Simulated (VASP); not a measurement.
Write the native input for VASP 6.6.1 that does the following.

| Item | Value |
| --- | --- |
| Task | single point |
| Functional | RPBE |
| Potentials or basis | VASP PAW PBE potentials, release 64 (Te) |
| Cutoff | 520 eV |
| k mesh | 10 × 10 × 8 |
| Occupations | fermi-dirac, width 0.1 eV |
| Spin | no spin polarisation |
| Dipole correction | no |
| Further INCAR settings | ALGO = Normal; EDIFF = 1e-06; NBANDS = 13 |

The structure of Te lies in POSCAR:

```
Te
1.0
    3.9629720620      0.0000000000      0.0000000000
   -1.9814860309      3.4320344802      0.0000000000
    0.0000000000      0.0000000000      4.2227262224
Te
2
Direct
    0.3333333333      0.6666666667      0.2500000000
    0.6666666667      0.3333333333      0.7500000000
```

This isn't the form of Te at room conditions, which is trigonal, of chains.

The input as run:

INCAR

```
SYSTEM = Te
PREC = Accurate ; ENCUT = 520
EDIFF = 1E-6 ; ISMEAR = -1
SIGMA = 0.1 ; LREAL = .FALSE.
LASPH = .TRUE. ; NELM = 80
ALGO = Normal ; ISIF = 2
LWAVE = .FALSE. ; LCHARG = .FALSE.
GGA = RP ; NBANDS = 13
```

KPOINTS

```
Automatic mesh
0
G
  10 10 8
  0 0 0
```

Potentials or basis: VASP PAW PBE potentials, release 64 (Te).

The run is started by

```sh
$ cat potpaw_PBE.64/Te/POTCAR > POTCAR
$ mpirun -np 1 vasp_std > vasp.out
```

Results of the run:

```yaml
Pressure: 7.3 GPa
Band_gap_on_the_k_mesh: zero (bands 6 and 7 overlap by 1.85 eV)
```

Caveat: the cell stands under pressure; the PAW data sets were made with another functional, which shifts forces and pressure a little; spin-orbit coupling is left out, which moves the levels of the heavy elements.

Wall time 32 s on 1 thread of Intel(R) Xeon(R) Platinum 8375C CPU @ 2.90GHz (Ice Lake) (shared host), peak memory 0.19 GiB.
